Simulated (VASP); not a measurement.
# Hf (P6_3/mmc) in VASP: a series of runs

Hf is run at these levels: PBEsol; tasks: single point.

Program: VASP 6.6.1. These are calculated values, not measurements. Logs are shortened: lines on timing, memory, paths and dates and some standing lists are left out, and cuts for length are marked.

### 1 The cell of the first run

The structure is hexagonal, space group P6_3/mmc (No. 194). Conventional cell: a = 3.081 Å, b = 3.081 Å, c = 5.596 Å, α = 90.00°, β = 90.00°, γ = 120.00°. Hf (site symmetry -6m2) has 12 Hf at 3.08 to 3.32 Å within 4.1 Å.

### 2 Single point, PBEsol

INCAR

```
SYSTEM = Hf
  PREC = Accurate
  ENCUT = 520
  EDIFF = 1E-6
  ISMEAR = 0
  SIGMA = 0.15
  LREAL = .FALSE.
  LASPH = .TRUE.
  NELM = 100
  ALGO = Fast
  ISIF = 2
  LWAVE = .FALSE.
  LCHARG = .TRUE.
  GGA = PS
  LELF = .TRUE.
  LVHAR = .TRUE.
  NBANDS = 17
```

KPOINTS

```
regular mesh
0
G
  18 18 10
  0 0 0
```

POSCAR

```
Hf
1.0
    3.0813000000      0.0000000000      0.0000000000
   -1.5406500000      2.6684840767      0.0000000000
    0.0000000000      0.0000000000      5.5958000000
Hf
2
Direct
    0.3333333333      0.6666666667      0.2500000000
    0.6666666667      0.3333333333      0.7500000000
```

Potentials or basis: VASP PAW PBE potentials, release 64 (Hf_pv).

Run with:

```bash
> cat potpaw_PBE.64/Hf_pv/POTCAR > POTCAR
> mpirun -np 1 vasp_std > vasp.out
```

OUTCAR:

```text
SYSTEM = Hf
   PREC = Accurate
   ENCUT = 520
   EDIFF = 1E-6
   ISMEAR = 0
   LREAL = .FALSE.
   LASPH = .TRUE.
   NELM = 100
   ISIF = 2
   GGA = PS

 ion  position               nearest neighbor table
   1  0.333  0.667  0.250-   2 3.32   2 3.32   2 3.32   2 3.32   2 3.32   2 3.32
   2  0.667  0.333  0.750-   1 3.32   1 3.32   1 3.32   1 3.32   1 3.32   1 3.32

  LATTYP: Found a hexagonal cell.
 ALAT       =     3.0813000000
 C/A-ratio  =     1.8160516665

  Lattice vectors:

 A1 = (   3.0813000000,   0.0000000000,   0.0000000000)
 A2 = (  -1.5406500000,   2.6684840767,   0.0000000000)
 A3 = (   0.0000000000,   0.0000000000,   5.5958000000)

Analysis of symmetry for initial positions (statically):
=====================================================================
 Subroutine PRICEL returns:
 Original cell was already a primitive cell.

 Routine SETGRP: Setting up the symmetry group for a
 hexagonal supercell.

 Subroutine GETGRP returns: Found 24 space group operations
 (whereof 12 operations were pure point group operations)
 out of a pool of 24 trial point group operations.

The static configuration has the point symmetry D_3d.
 The point group associated with its full space group is D_6h.

Analysis of symmetry for dynamics (positions and initial velocities):
=====================================================================
 Subroutine PRICEL returns:
 Original cell was already a primitive cell.

 Routine SETGRP: Setting up the symmetry group for a
 hexagonal supercell.

 Subroutine GETGRP returns: Found 24 space group operations
 (whereof 12 operations were pure point group operations)
 out of a pool of 24 trial point group operations.

The dynamic configuration has the point symmetry D_3d.
 The point group associated with its full space group is D_6h.

 Subroutine INISYM returns: Found 24 space group operations
 (whereof 12 operations are pure point group operations),
 and found     1 'primitive' translations

----------------------------------------------------------------------------------------

                                     Primitive cell

  volume of cell :      46.0109

  direct lattice vectors                    reciprocal lattice vectors
     3.081300000  0.000000000  0.000000000     0.324538344  0.187372300  0.000000000
    -1.540650000  2.668484077  0.000000000     0.000000000  0.374744601  0.000000000
     0.000000000  0.000000000  5.595800000     0.000000000  0.000000000  0.178705458

  length of vectors
     3.081300000  3.081300000  5.595800000     0.374744601  0.374744601  0.178705458

  position of ions in fractional coordinates (direct lattice)
     0.333333333  0.666666667  0.250000000
     0.666666667  0.333333333  0.750000000

  ion indices of the primitive-cell ions
   primitive index   ion index
                 1           1
                 2           2

----------------------------------------------------------------------------------------

 KPOINTS: regular mesh

Automatic generation of k-mesh.
 Grid dimensions read from file:
 generate k-points for:   18   18   10

 Generating k-lattice:

  Cartesian coordinates                     Fractional coordinates (reciprocal lattice)
     0.018029908  0.010409572  0.000000000     0.055555556  0.000000000  0.000000000
     0.000000000  0.020819144  0.000000000     0.000000000  0.055555556  0.000000000
     0.000000000  0.000000000  0.017870546     0.000000000  0.000000000  0.100000000

  Length of vectors
     0.020819144  0.020819144  0.017870546

  Shift w.r.t. Gamma in fractional coordinates (k-lattice)
     0.000000000  0.000000000  0.000000000

 Subroutine IBZKPT returns following result:
 ===========================================

 Found    222 irreducible k-points:

 Following reciprocal coordinates:
            Coordinates               Weight
  0.000000  0.000000  0.000000      1.000000
  0.055556  0.000000  0.000000      6.000000
  0.111111  0.000000  0.000000      6.000000
  0.166667  0.000000  0.000000      6.000000
  0.222222  0.000000  0.000000      6.000000
  0.277778  0.000000  0.000000      6.000000
[... 16 lines left out ...]
  0.333333  0.111111  0.000000     12.000000
  0.388889  0.111111  0.000000     12.000000
 [... further k-points ...]
   k-points           NKPTS =    222   k-points in BZ     NKDIM =    222   number of bands    NBANDS=     17
   number of dos      NEDOS =    301   number of ions     NIONS =      2
   total plane-waves  NPLWV =  24192
   dimension x,y,z NGX =    24 NGY =   24 NGZ =   42
   dimension x,y,z NGXF=    48 NGYF=   48 NGZF=   84
   ions per type =               2
   NGX,Y,Z   is equivalent  to a cutoff of  12.95, 12.95, 12.48 a.u.
   NGXF,Y,Z  is equivalent  to a cutoff of  25.90, 25.90, 24.96 a.u.
 SYSTEM =  Hf
   PREC   = accura    normal or accurate (medium, high low for compatibility)
   ISTART =      0    job   : 0-new  1-cont  2-samecut
   ICHARG =      2    charge: 1-file 2-atom 10-const
   ISPIN  =      1    spin polarized calculation?
   LNONCOLLINEAR =      F non collinear calculations
   LSORBIT =      F    spin-orbit coupling
   LASPH  =      T    aspherical Exc in radial PAW
   ENCUT  =  520.0 eV  38.22 Ry    6.18 a.u.   5.73  5.73 10.40*2*pi/ulx,y,z
   NELM   =    100;   NELMIN=  2; NELMDL= -5     # of ELM steps
   EDIFF  = 0.1E-05   stopping-criterion for ELM
   LREAL  =      F    real-space projection
   EDIFFG = 0.1E-04   stopping-criterion for IOM
   NSW    =      0    number of steps for IOM
   IBRION =     -1    ionic relax: 0-MD 1-quasi-New 2-CG
   NFREE  =      0    steps in history (QN), initial steepest desc. (CG)
   ISIF   =      2    stress and relaxation
   ISYM   =      2    0-nonsym 1-usesym 2-fastsym
   POTIM  = 0.5000    time-step for ionic-motion
   TEBEG  =    0.0;   TEEND  =   0.0 temperature during run
   PSTRESS=    0.0 pullay stress
   NELECT =      20.0000    total number of electrons
   NUPDOWN=      -1.0000    fix difference up-down
   EMIN   =  10.00;   EMAX   =-10.00  energy-range for DOS
   EFERMI =   0.00;   METHOD = LEGACY
   ISMEAR =     0;   SIGMA  =   0.15  broadening in eV -4-tet -1-fermi 0-gaus
   EFERMI_NEDOS =   21; number of points for ismear=-14 and -15
   IALGO  =     68    algorithm
   IMIX   =      4    mixing-type and parameters
     AMIX     =   0.40;   BMIX     =  1.00
     AMIX_MAG =   1.60;   BMIX_MAG =  1.00
  volume/ion in A,a.u.               =      23.01       155.25
  Fermi-wavevector in a.u.,A,eV,Ry     =   1.240122  2.343492 20.924450  1.537904
  Thomas-Fermi vector in A             =   2.374577
   LORBIT       =      0    0 simple, 1 ext, 2 COOP (PROOUT), +10 PAW based schemes
   GGA     = PS    functional components
   LHFCALC =     F    Hartree Fock is set to
   AEXX    =    0.0000 exact exchange contribution
   IVDW    =     0    specifies the selected vdW correction
   LEPSILON=     F    determine dielectric tensor
   LRPA    =     F    only Hartree local field effects (RPA)
 non-spin polarized calculation
 RMM-DIIS sequential band-by-band and
 Gauss-broadening in eV      SIGMA  =   0.15
  energy-cutoff  :      520.00
  volume of cell :       46.01
 maximum number of plane-waves:      1260
 NGX is ok and might be reduce to    24
   NGX = 11   NGY = 11   NGZ = 21

 number of electron      20.0000001 magnetization

 Free energy of the ion-electron system (eV)
  ---------------------------------------------------
  ext. energy  EPLUGINS =         0.00000000
  ---------------------------------------------------
  free energy    TOTEN  =       -20.75867447 eV

  energy without entropy =      -20.73556209  energy(sigma->0) =      -20.74711828

 E-fermi :   4.5051     XC(G=0): -11.2521

 val. band max:        4.5037096369   @ k =   0.1111   0.0000   0.3000
 cond. band min:       4.5229791934   @ k =   0.1667   0.1667   0.4000
 fundamental gap:      0.0192695565
 Fermi energy:         4.5050953116

 k-point     1 :       0.0000    0.0000    0.0000
  band No.  band energies     occupation
      1     -26.3273      2.00000
      2     -25.7698      2.00000
      3     -25.6272      2.00000
      4     -25.6272      2.00000
      5     -25.5742      2.00000
      6     -25.5742      2.00000
[... 9 lines left out ...]
     16       8.2022      0.00000
     17       9.9793      0.00000

 k-point     2 :       0.0556    0.0000    0.0000
  band No.  band energies     occupation
      1     -26.3201      2.00000
      2     -25.7701      2.00000
      3     -25.6522      2.00000
      4     -25.6338      2.00000
      5     -25.5998      2.00000
      6     -25.5790      2.00000
[... 9 lines left out ...]
     16       8.1054      0.00000
     17      10.0327      0.00000

 k-point     3 :       0.1111    0.0000    0.0000
  band No.  band energies     occupation
      1     -26.2989      2.00000
      2     -25.7713      2.00000
      3     -25.7239      2.00000
      4     -25.6725      2.00000
      5     -25.6527      2.00000
      6     -25.5928      2.00000
[... 9 lines left out ...]
     16       7.8588      0.00000
     17      10.1778      0.00000

 k-point     4 :       0.1667    0.0000    0.0000
  band No.  band energies     occupation
      1     -26.2654      2.00000
      2     -25.8329      2.00000
      3     -25.7815      2.00000
      4     -25.7743      2.00000
      5     -25.6812      2.00000
      6     -25.6144      2.00000
[... 9 lines left out ...]
     16       7.5405      0.00000
     17      10.2192      0.00000
[... 343 lines left out ...]
      1     -26.2242      2.00000
      2     -26.1721      2.00000
      3     -26.1066      2.00000
      4     -25.8259      2.00000
      5     -25.8069      2.00000
      6     -25.7481      2.00000
[... 9 lines left out ...]
     16       9.8502      0.00000
     17      10.1367      0.00000

 k-point    23 :       0.3333    0.1111    0.0000
  band No.  band energies     occupation
      1     -26.3165      2.00000
      2     -26.2528      2.00000
      3     -26.0593      2.00000
      4     -25.8616      2.00000
      5     -25.8249      2.00000
      6     -25.7758      2.00000
[... 9 lines left out ...]
     16       9.7887      0.00000
     17      11.0610      0.00000

 k-point    24 :       0.3889    0.1111    0.0000
  band No.  band energies     occupation
      1     -26.3760      2.00000
      2     -26.3050      2.00000
      3     -26.0223      2.00000
      4     -25.8848      2.00000
      5     -25.8428      2.00000
      6     -25.7938      2.00000
[... 9 lines left out ...]
     16      10.0767      0.00000
     17      11.8119      0.00000

 [... further k-points ...]
[... 5 lines left out ...]
  --------------------------------------------------------------------------------------
  -------------------------------------------------------------------------------------
  Total       -0.6405107     -0.6405107     -4.3274797      0.0000000      0.0000000      0.0000000
  in kB      -22.3036615    -22.3036615   -150.6901396      0.0000000      0.0000000      0.0000000
  external PRESSURE =     -65.0991542 kB  Pullay stress =       0.0000000 kB

 VOLUME and BASIS-vectors are now :
 -----------------------------------------------------------------------------
  energy-cutoff  :      520.00
  volume of cell :       46.01
      direct lattice vectors                 reciprocal lattice vectors
     3.081300000  0.000000000  0.000000000     0.324538344  0.187372300  0.000000000
    -1.540650000  2.668484077  0.000000000     0.000000000  0.374744601  0.000000000
     0.000000000  0.000000000  5.595800000     0.000000000  0.000000000  0.178705458

 POSITION                                       TOTAL-FORCE (eV/Angst)
 -----------------------------------------------------------------------------------
     -0.00000      1.77899      1.39895        -0.000000      0.000000      0.000000
      1.54065      0.88949      4.19685         0.000000     -0.000000      0.000000
 -----------------------------------------------------------------------------------
    total drift:                               -0.000000      0.000000     -0.000000

  FREE ENERGIE OF THE ION-ELECTRON SYSTEM (eV)
  ---------------------------------------------------
  free  energy   TOTEN  =       -20.7586744683 eV

  energy  without entropy=      -20.7355620857  energy(sigma->0) =      -20.74711828
```

It took 2.1 min on 1 thread of AMD EPYC 9R45 (Zen 5), shared host; peak memory 0.24 GiB.

Results:

```
Free energy            : -20.7587 eV
Pressure               : -6.5 GPa
Band gap on the k mesh : zero (bands 10 and 11 overlap by 0.67 eV)
```

Caveat: the cell stands under tension; the PAW data sets were made with another functional, which shifts forces and pressure a little; spin-orbit coupling is left out, which moves the levels of the heavy elements.

### 3 Single point, PBEsol

This run uses another cell than the first one, of 23.82 Å³/atom.

INCAR

```
ALGO     = Fast           # electronic algorithm
EDIFF    = 1E-6           # SCF threshold, eV
ENCUT    = 520            # plane-wave cutoff, eV
GGA      = PS             # functional
ISIF     = 2              # what is computed and relaxed
ISMEAR   = 0              # smearing method
LASPH    = True           # aspherical terms in the spheres
LCHARG   = False          # write CHGCAR
LREAL    = False          # projectors in reciprocal space
LWAVE    = False          # write WAVECAR
NBANDS   = 17             # bands
NELM     = 100            # most SCF steps
PREC     = Accurate       # precision mode
SIGMA    = 0.15           # smearing width, eV
```

KPOINTS

```
k-points
0
Gamma
  18 18 10
```

POSCAR

```
Hf
1.0
    3.3183000000      0.0000000000      0.0000000000
   -1.6591500000      2.8737320974      0.0000000000
    0.0000000000      0.0000000000      4.9962244915
Hf
2
Direct
    0.3333333333      0.6666666667      0.2500000000
    0.6666666667      0.3333333333      0.7500000000
```

Potentials or basis: VASP PAW PBE potentials, release 64 (Hf_pv).

Run with:

```bash
> cat potpaw_PBE.64/Hf_pv/POTCAR > POTCAR
> mpirun -np 1 vasp_std > vasp.out
```

OUTCAR:

```text
EDIFF = 1E-6
   ENCUT = 520
   GGA = PS
   ISIF = 2
   ISMEAR = 0
   LASPH = True
   LREAL = False
   NELM = 100
   PREC = Accurate

 ion  position               nearest neighbor table
   1  0.333  0.667  0.250-   2 3.15   2 3.15   2 3.15   2 3.15   2 3.15   2 3.15
   2  0.667  0.333  0.750-   1 3.15   1 3.15   1 3.15   1 3.15   1 3.15   1 3.15

  LATTYP: Found a hexagonal cell.
 ALAT       =     3.3183000000
 C/A-ratio  =     1.5056578644

  Lattice vectors:

 A1 = (   3.3183000000,   0.0000000000,   0.0000000000)
[... 653 lines left out ...]
      4     -26.3518      2.00000
      5     -26.2486      2.00000
      6     -26.1490      2.00000
[... 9 lines left out ...]
     16      10.3332      0.00000
     17      10.4579      0.00000

 [... further k-points ...]
[... 5 lines left out ...]
  --------------------------------------------------------------------------------------
  -------------------------------------------------------------------------------------
  Total       -3.2995628     -3.2995628     -1.8909765     -0.0000000      0.0000000      0.0000000
  in kB     -110.9591480   -110.9591480    -63.5905873     -0.0000000      0.0000000      0.0000000
  external PRESSURE =     -95.1696278 kB  Pullay stress =       0.0000000 kB

 VOLUME and BASIS-vectors are now :
 -----------------------------------------------------------------------------
  energy-cutoff  :      520.00
  volume of cell :       47.64
      direct lattice vectors                 reciprocal lattice vectors
     3.318300000  0.000000000  0.000000000     0.301359130  0.173989775  0.000000000
    -1.659150000  2.873732097  0.000000000     0.000000000  0.347979549  0.000000000
     0.000000000  0.000000000  4.996224491     0.000000000  0.000000000  0.200151134

 POSITION                                       TOTAL-FORCE (eV/Angst)
 -----------------------------------------------------------------------------------
     -0.00000      1.91582      1.24906         0.000000     -0.000000      0.000000
      1.65915      0.95791      3.74717        -0.000000      0.000000      0.000000
 -----------------------------------------------------------------------------------
    total drift:                                0.000000     -0.000000      0.000000

  FREE ENERGIE OF THE ION-ELECTRON SYSTEM (eV)
  ---------------------------------------------------
  free  energy   TOTEN  =       -20.8448171186 eV

  energy  without entropy=      -20.8281926198  energy(sigma->0) =      -20.83650487
```

OSZICAR:

```text
N       E                     dE             d eps       ncg     rms          rms(c)
DAV:   1     0.493312188322E+02    0.49331E+02   -0.11331E+04  7564   0.111E+03
DAV:   2    -0.197803081190E+02   -0.69112E+02   -0.67392E+02  9789   0.248E+02
DAV:   3    -0.217141941059E+02   -0.19339E+01   -0.19086E+01  9707   0.273E+01
DAV:   4    -0.217315575653E+02   -0.17363E-01   -0.17349E-01  9631   0.311E+00
DAV:   5    -0.217317569360E+02   -0.19937E-03   -0.19932E-03  9938   0.291E-01    0.623E+01
RMM:   6    -0.210716894120E+02    0.66007E+00   -0.55408E-01  7567   0.427E+00    0.372E+01
RMM:   7    -0.208569357096E+02    0.21475E+00   -0.12960E+00  8913   0.647E+00    0.201E+00
RMM:   8    -0.208432112122E+02    0.13724E-01   -0.11431E-01  8249   0.226E+00    0.343E-01
RMM:   9    -0.208446934700E+02   -0.14823E-02   -0.18754E-02 10940   0.814E-01    0.648E-01
RMM:  10    -0.208449412328E+02   -0.24776E-03   -0.20946E-03 10659   0.310E-01    0.103E+00
RMM:  11    -0.208449024811E+02    0.38752E-04   -0.26249E-04 11041   0.118E-01    0.621E-01
RMM:  12    -0.208448231930E+02    0.79288E-04   -0.94169E-05  8858   0.636E-02    0.118E-01
RMM:  13    -0.208448188881E+02    0.43050E-05   -0.16868E-05  9597   0.277E-02    0.913E-02
RMM:  14    -0.208448169845E+02    0.19036E-05   -0.93355E-06  9170   0.205E-02    0.300E-02
RMM:  15    -0.208448171186E+02   -0.13413E-06   -0.52587E-06  8802   0.152E-02
   1 F= -.20844817E+02 E0= -.20836505E+02  d E =-.166245E-01
```

It took 2.4 min on 1 thread of AMD EPYC 9R45 (Zen 5), shared host; peak memory 0.26 GiB.

Results:

| Item | Value |
| --- | --- |
| Free energy | -20.8448 eV |
| Pressure | -9.5 GPa |
| Band gap on the k mesh | zero (bands 10 and 11 overlap by 1.49 eV) |

Stress tensor (GPa, compression positive):
```
-11.10   0.00   0.00
  0.00 -11.10   0.00
  0.00   0.00  -6.36
```

Levels at points of the mesh, in eV from the Fermi level:
| k point | band 6 | band 7 | band 8 | band 9 | band 10 | band 11 | band 12 | band 13 | band 14 | band 15 |
| --- | --- | --- | --- | --- | --- | --- | --- | --- | --- | --- |
| (0.00, 0.00, 0.00) | -30.39 | -7.18 | -3.42 | 0.86 | 1.02 | 1.02 | 1.82 | 1.89 | 1.89 | 2.10 |
| (0.50, 0.00, 0.00) | -30.48 | -3.34 | -2.55 | -1.98 | -1.06 | 0.46 | 1.02 | 1.82 | 5.12 | 5.71 |
| (0.00, 0.00, 0.50) | -30.49 | -5.17 | -5.17 | 0.38 | 0.38 | 0.81 | 0.81 | 0.81 | 0.81 | 4.49 |
| (0.50, 0.00, 0.50) | -30.56 | -3.24 | -3.24 | -0.79 | -0.79 | 0.97 | 0.97 | 2.26 | 2.26 | 5.47 |

Caveat: the cell stands under tension; the PAW data sets were made with another functional, which shifts forces and pressure a little; spin-orbit coupling is left out, which moves the levels of the heavy elements.
